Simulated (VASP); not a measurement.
# P (P6_3/mmc) in VASP: further runs

The runs below take P through single point, with PBE.

Program: VASP 6.6.1. These are calculated values, not measurements. Logs are shortened: lines on timing, memory, paths and dates and some standing lists are left out, and cuts for length are marked.

### 1 The cell of the first run

Symmetry: P6_3/mmc, No. 194, hexagonal system. Conventional cell: a = 2.392 Å, b = 2.392 Å, c = 3.987 Å, α = 90.00°, β = 90.00°, γ = 120.00°. P (site symmetry -6m2) has 12 P at 2.39 to 2.43 Å within 3.2 Å.

This isn't the form of P at room conditions, which is orthorhombic.

### 2 Single point, PBE

INCAR reads:

```
  ALGO = Normal
  EDIFF = 1E-6
  ENCUT = 520
  GGA = PE
  ISIF = 2
  ISMEAR = -1
  LASPH = True
  LCHARG = False
  LREAL = False
  LWAVE = False
  NBANDS = 12
  NELM = 60
  PREC = Accurate
  SIGMA = 0.05
```

KPOINTS reads:

```
k-points
0
Gamma
  17 17 10
```

POSCAR reads:

```
P
1.0
    2.3915808243      0.0000000000      0.0000000000
   -1.1957904121      2.0711697490      0.0000000000
    0.0000000000      0.0000000000      3.9871778649
P
2
Direct
    0.3333333333      0.6666666667      0.2500000000
    0.6666666667      0.3333333333      0.7500000000
```

Potentials or basis: VASP PAW PBE potentials, release 64 (P).

Run with:

```sh
> cat potpaw_PBE.64/P/POTCAR > POTCAR
> mpirun -np 1 vasp_std > vasp.out
```

OUTCAR:

```text
EDIFF = 1E-6
   ENCUT = 520
   GGA = PE
   ISIF = 2
   ISMEAR = -1
   LASPH = True
   LREAL = False
   NELM = 60
   PREC = Accurate

 ion  position               nearest neighbor table
   1  0.333  0.667  0.250-   2 2.43   2 2.43   2 2.43   2 2.43   2 2.43   2 2.43
   2  0.667  0.333  0.750-   1 2.43   1 2.43   1 2.43   1 2.43   1 2.43   1 2.43

  LATTYP: Found a hexagonal cell.
 ALAT       =     2.3915808243
 C/A-ratio  =     1.6671725347

  Lattice vectors:

 A1 = (   2.3915808243,   0.0000000000,   0.0000000000)
 A2 = (  -1.1957904121,   2.0711697490,   0.0000000000)
 A3 = (   0.0000000000,   0.0000000000,   3.9871778649)

Analysis of symmetry for initial positions (statically):
=====================================================================
 Subroutine PRICEL returns:
 Original cell was already a primitive cell.

 Routine SETGRP: Setting up the symmetry group for a
 hexagonal supercell.

 Subroutine GETGRP returns: Found 24 space group operations
 (whereof 12 operations were pure point group operations)
 out of a pool of 24 trial point group operations.

The static configuration has the point symmetry D_3d.
 The point group associated with its full space group is D_6h.

Analysis of symmetry for dynamics (positions and initial velocities):
=====================================================================
 Subroutine PRICEL returns:
 Original cell was already a primitive cell.

 Routine SETGRP: Setting up the symmetry group for a
 hexagonal supercell.

 Subroutine GETGRP returns: Found 24 space group operations
 (whereof 12 operations were pure point group operations)
 out of a pool of 24 trial point group operations.

The dynamic configuration has the point symmetry D_3d.
 The point group associated with its full space group is D_6h.

 Subroutine INISYM returns: Found 24 space group operations
 (whereof 12 operations are pure point group operations),
 and found     1 'primitive' translations

----------------------------------------------------------------------------------------

                                     Primitive cell

  volume of cell :      19.7500

  direct lattice vectors                    reciprocal lattice vectors
     2.391580824  0.000000000  0.000000000     0.418133475  0.241409474  0.000000000
    -1.195790412  2.071169749  0.000000000     0.000000000  0.482818948  0.000000000
     0.000000000  0.000000000  3.987177865     0.000000000  0.000000000  0.250803961

  length of vectors
     2.391580824  2.391580824  3.987177865     0.482818948  0.482818948  0.250803961

  position of ions in fractional coordinates (direct lattice)
     0.333333333  0.666666667  0.250000000
     0.666666667  0.333333333  0.750000000

  ion indices of the primitive-cell ions
   primitive index   ion index
                 1           1
                 2           2

----------------------------------------------------------------------------------------

 KPOINTS: k-points

Automatic generation of k-mesh.
 Grid dimensions read from file:
 generate k-points for:   17   17   10

 Generating k-lattice:

  Cartesian coordinates                     Fractional coordinates (reciprocal lattice)
     0.024596087  0.014200557  0.000000000     0.058823529  0.000000000  0.000000000
     0.000000000  0.028401115  0.000000000     0.000000000  0.058823529  0.000000000
     0.000000000  0.000000000  0.025080396     0.000000000  0.000000000  0.100000000

  Length of vectors
     0.028401115  0.028401115  0.025080396

  Shift w.r.t. Gamma in fractional coordinates (k-lattice)
     0.000000000  0.000000000  0.000000000

 Subroutine IBZKPT returns following result:
 ===========================================

 Found    198 irreducible k-points:

 Following reciprocal coordinates:
            Coordinates               Weight
  0.000000  0.000000  0.000000      1.000000
  0.058824 -0.000000  0.000000      6.000000
  0.117647  0.000000  0.000000      6.000000
  0.176471 -0.000000  0.000000      6.000000
  0.235294  0.000000  0.000000      6.000000
  0.294118 -0.000000  0.000000      6.000000
[... 16 lines left out ...]
  0.411765  0.117647  0.000000     12.000000
  0.176471  0.176471  0.000000      6.000000
 [... further k-points ...]
   k-points           NKPTS =    198   k-points in BZ     NKDIM =    198   number of bands    NBANDS=     12
   number of dos      NEDOS =    301   number of ions     NIONS =      2
   total plane-waves  NPLWV =   9720
   dimension x,y,z NGX =    18 NGY =   18 NGZ =   30
   dimension x,y,z NGXF=    36 NGYF=   36 NGZF=   60
   ions per type =               2
   NGX,Y,Z   is equivalent  to a cutoff of  12.51, 12.51, 12.51 a.u.
   NGXF,Y,Z  is equivalent  to a cutoff of  25.02, 25.02, 25.02 a.u.
 SYSTEM =  unknown system
   PREC   = accura    normal or accurate (medium, high low for compatibility)
   ISTART =      0    job   : 0-new  1-cont  2-samecut
   ICHARG =      2    charge: 1-file 2-atom 10-const
   ISPIN  =      1    spin polarized calculation?
   LNONCOLLINEAR =      F non collinear calculations
   LSORBIT =      F    spin-orbit coupling
   LASPH  =      T    aspherical Exc in radial PAW
   ENCUT  =  520.0 eV  38.22 Ry    6.18 a.u.   4.45  4.45  7.41*2*pi/ulx,y,z
   NELM   =     60;   NELMIN=  2; NELMDL= -5     # of ELM steps
   EDIFF  = 0.1E-05   stopping-criterion for ELM
   LREAL  =      F    real-space projection
   EDIFFG = 0.1E-04   stopping-criterion for IOM
   NSW    =      0    number of steps for IOM
   IBRION =     -1    ionic relax: 0-MD 1-quasi-New 2-CG
   NFREE  =      0    steps in history (QN), initial steepest desc. (CG)
   ISIF   =      2    stress and relaxation
   ISYM   =      2    0-nonsym 1-usesym 2-fastsym
   POTIM  = 0.5000    time-step for ionic-motion
   TEBEG  =    0.0;   TEEND  =   0.0 temperature during run
   PSTRESS=    0.0 pullay stress
   NELECT =      10.0000    total number of electrons
   NUPDOWN=      -1.0000    fix difference up-down
   EMIN   =  10.00;   EMAX   =-10.00  energy-range for DOS
   EFERMI =   0.00;   METHOD = LEGACY
   ISMEAR =    -1;   SIGMA  =   0.05  broadening in eV -4-tet -1-fermi 0-gaus
   EFERMI_NEDOS =   21; number of points for ismear=-14 and -15
   IALGO  =     38    algorithm
   IMIX   =      4    mixing-type and parameters
     AMIX     =   0.40;   BMIX     =  1.00
     AMIX_MAG =   1.60;   BMIX_MAG =  1.00
  volume/ion in A,a.u.               =       9.87        66.64
  Fermi-wavevector in a.u.,A,eV,Ry     =   1.304826  2.465764 23.164895  1.702572
  Thomas-Fermi vector in A             =   2.435736
   LORBIT       =      0    0 simple, 1 ext, 2 COOP (PROOUT), +10 PAW based schemes
   GGA     = PE    functional components
   LHFCALC =     F    Hartree Fock is set to
   AEXX    =    0.0000 exact exchange contribution
   IVDW    =     0    specifies the selected vdW correction
   LEPSILON=     F    determine dielectric tensor
   LRPA    =     F    only Hartree local field effects (RPA)
 non-spin polarized calculation
  energy-cutoff  :      520.00
  volume of cell :       19.75
 maximum number of plane-waves:       551
 NGX is ok and might be reduce to    18
   NGX =  9   NGY =  9   NGZ = 15

 number of electron      10.0000001 magnetization

 Free energy of the ion-electron system (eV)
  ---------------------------------------------------
  ext. energy  EPLUGINS =         0.00000000
  ---------------------------------------------------
  free energy    TOTEN  =        -7.60251186 eV

  energy without entropy =       -7.59742624  energy(sigma->0) =       -7.59996905

 E-fermi :  16.2932     XC(G=0): -13.2446

 val. band max:       16.2701830260   @ k =   0.2941   0.2353   0.1000
 cond. band min:      16.2945623724   @ k =   0.2941   0.2353   0.0000
 fundamental gap:      0.0243793464
 Fermi energy:        16.2931671813

 k-point     1 :       0.0000    0.0000    0.0000
  band No.  band energies     occupation
      1      -4.8115      2.00000
      2       3.5871      2.00000
      3       4.4926      2.00000
      4      24.0390      0.00000
      5      24.0390      0.00000
      6      25.8970      0.00000
      7      25.8970      0.00000
      8      26.9522      0.00000
      9      27.6132      0.00000
     10      30.1305      0.00000
     11      30.6732      0.00000
     12      30.6732      0.00000

 k-point     2 :       0.0588   -0.0000    0.0000
  band No.  band energies     occupation
      1      -4.6961      2.00000
      2       3.7003      2.00000
      3       4.6016      2.00000
      4      22.4063      0.00000
      5      23.1690      0.00000
      6      25.5422      0.00000
      7      26.7811      0.00000
      8      26.8625      0.00000
      9      28.4225      0.00000
     10      29.0981      0.00000
     11      29.9264      0.00000
     12      31.0352      0.00000

 k-point     3 :       0.1176    0.0000    0.0000
  band No.  band energies     occupation
      1      -4.3502      2.00000
      2       4.0391      2.00000
      3       4.9282      2.00000
      4      19.6387      0.00000
      5      21.8956      0.00000
      6      24.6258      0.00000
      7      26.3582      0.00000
      8      26.6877      0.00000
      9      27.3587      0.00000
     10      29.3605      0.00000
     11      30.0212      0.00000
     12      30.4024      0.00000
[... 286 lines left out ...]
 k-point    23 :       0.4118    0.1176    0.0000
  band No.  band energies     occupation
      1       2.7422      2.00000
      2       4.7731      2.00000
      3      10.9417      2.00000
      4      11.3876      2.00000
      5      12.8018      2.00000
      6      14.0355      2.00000
      7      14.1527      2.00000
      8      21.2876      0.00000
      9      23.5667      0.00000
     10      25.1165      0.00000
     11      32.0060      0.00000
     12      32.5519      0.00000

 k-point    24 :       0.1765    0.1765    0.0000
  band No.  band energies     occupation
      1      -1.7159      2.00000
      2       6.5996      2.00000
      3       7.4172      2.00000
      4      13.0065      2.00000
      5      13.6854      2.00000
      6      20.6398      0.00000
      7      20.9212      0.00000
      8      20.9276      0.00000
      9      24.2377      0.00000
     10      28.8168      0.00000
     11      29.9831      0.00000
     12      30.9879      0.00000

 [... further k-points ...]
[... 5 lines left out ...]
  --------------------------------------------------------------------------------------
  -------------------------------------------------------------------------------------
  Total        8.9056745      8.9056745      8.8976540      0.0000000      0.0000000      0.0000000
  in kB      722.4553887    722.4553886    721.8047360      0.0000000      0.0000000      0.0000000
  external PRESSURE =     722.2385044 kB  Pullay stress =       0.0000000 kB

 VOLUME and BASIS-vectors are now :
 -----------------------------------------------------------------------------
  energy-cutoff  :      520.00
  volume of cell :       19.75
      direct lattice vectors                 reciprocal lattice vectors
     2.391580824  0.000000000  0.000000000     0.418133475  0.241409474  0.000000000
    -1.195790412  2.071169749  0.000000000     0.000000000  0.482818948  0.000000000
     0.000000000  0.000000000  3.987177865     0.000000000  0.000000000  0.250803961

 POSITION                                       TOTAL-FORCE (eV/Angst)
 -----------------------------------------------------------------------------------
     -0.00000      1.38078      0.99679         0.000000     -0.000000      0.000000
      1.19579      0.69039      2.99038         0.000000      0.000000      0.000000
 -----------------------------------------------------------------------------------
    total drift:                               -0.000000      0.000000     -0.000000

  FREE ENERGIE OF THE ION-ELECTRON SYSTEM (eV)
  ---------------------------------------------------
  free  energy   TOTEN  =        -7.6025118618 eV

  energy  without entropy=       -7.5974262358  energy(sigma->0) =       -7.59996905
```

Run time: 18 s. Hardware: 1 thread of Intel Xeon Platinum 8488C (Sapphire Rapids), shared host; peak memory 0.15 GiB.

What came out:

| Item | Value |
| --- | --- |
| Free energy | -7.6025 eV |
| Pressure | 72.2 GPa |
| Band gap on the k mesh | zero (bands 5 and 6 overlap by 16.05 eV) |

Levels at points of the mesh, in eV from the Fermi level:
```
           k point  band 2  band 3  band 4  band 5  band 6  band 7  band 8  band 9
(0.00, 0.00, 0.00)  -12.71  -11.80    7.75    7.75    9.60    9.60   10.66   11.32
(0.00, 0.00, 0.50)  -18.87   -1.68   -1.68    9.41    9.41    9.41    9.41   12.06
```

Caveat: the cell stands under pressure.

### 3 Single point, PBE (9.87 Å³/atom)

INCAR reads:

```
SYSTEM = P
ALGO = Normal
EDIFF = 1E-6
ENCUT = 520
GGA = PE
ISIF = 2
ISMEAR = -1
LASPH = .TRUE.
LCHARG = .TRUE.
LELF = .TRUE.
LREAL = .FALSE.
LVHAR = .TRUE.
LWAVE = .FALSE.
NBANDS = 12
NELM = 60
PREC = Accurate
SIGMA = 0.05
```

KPOINTS reads:

```
k-points
0
G
  17 17 10
  0 0 0
```

POSCAR is that of step 2.

Potentials or basis: VASP PAW PBE potentials, release 64 (P).

Run with:

```sh
> cat potpaw_PBE.64/P/POTCAR > POTCAR
> mpirun -np 1 vasp_std > vasp.out
```

OUTCAR:

```text
SYSTEM = P
   EDIFF = 1E-6
   ENCUT = 520
   GGA = PE
   ISIF = 2
   ISMEAR = -1
   LASPH = .TRUE.
   LREAL = .FALSE.
   NELM = 60
   PREC = Accurate

 ion  position               nearest neighbor table
   1  0.333  0.667  0.250-   2 2.43   2 2.43   2 2.43   2 2.43   2 2.43   2 2.43
   2  0.667  0.333  0.750-   1 2.43   1 2.43   1 2.43   1 2.43   1 2.43   1 2.43

  LATTYP: Found a hexagonal cell.
 ALAT       =     2.3915808243
 C/A-ratio  =     1.6671725347

  Lattice vectors:

 A1 = (   2.3915808243,   0.0000000000,   0.0000000000)
 A2 = (  -1.1957904121,   2.0711697490,   0.0000000000)
[... 539 lines left out ...]
      8      20.9276      0.00000
      9      24.2377      0.00000
     10      28.8168      0.00000
     11      29.9831      0.00000
     12      30.9879      0.00000

 [... further k-points ...]
[... 5 lines left out ...]
  --------------------------------------------------------------------------------------
  -------------------------------------------------------------------------------------
  Total        8.9056745      8.9056745      8.8976540      0.0000000      0.0000000      0.0000000
  in kB      722.4553887    722.4553886    721.8047360      0.0000000      0.0000000      0.0000000
  external PRESSURE =     722.2385044 kB  Pullay stress =       0.0000000 kB

 VOLUME and BASIS-vectors are now :
 -----------------------------------------------------------------------------
  energy-cutoff  :      520.00
  volume of cell :       19.75
      direct lattice vectors                 reciprocal lattice vectors
     2.391580824  0.000000000  0.000000000     0.418133475  0.241409474  0.000000000
    -1.195790412  2.071169749  0.000000000     0.000000000  0.482818948  0.000000000
     0.000000000  0.000000000  3.987177865     0.000000000  0.000000000  0.250803961

 POSITION                                       TOTAL-FORCE (eV/Angst)
 -----------------------------------------------------------------------------------
     -0.00000      1.38078      0.99679         0.000000     -0.000000      0.000000
      1.19579      0.69039      2.99038         0.000000      0.000000      0.000000
 -----------------------------------------------------------------------------------
    total drift:                               -0.000000      0.000000     -0.000000

  FREE ENERGIE OF THE ION-ELECTRON SYSTEM (eV)
  ---------------------------------------------------
  free  energy   TOTEN  =        -7.6025118618 eV

  energy  without entropy=       -7.5974262358  energy(sigma->0) =       -7.59996905
```

stdout:

```text
POSCAR found type information on POSCAR P
 POSCAR found :  1 types and       2 ions
 scaLAPACK will be used
 LDA part: xc-table for (Slater+PW92), standard interpolation
 POSCAR, INCAR and KPOINTS ok, starting setup
 FFT: planning ... GRIDC
 FFT: planning ... GRID_SOFT
 FFT: planning ... GRID
 WAVECAR not read
 entering main loop
```

Wall time 17 s (1 thread of Intel Xeon Platinum 8488C (Sapphire Rapids), shared host); peak memory 0.15 GiB.

What came out:

```
Free energy            : -7.6025 eV
Pressure               : 72.2 GPa
Band gap on the k mesh : zero (bands 5 and 6 overlap by 16.05 eV)
```

Caveat: the cell stands under pressure.

(Part 1 of 2 ends here.)
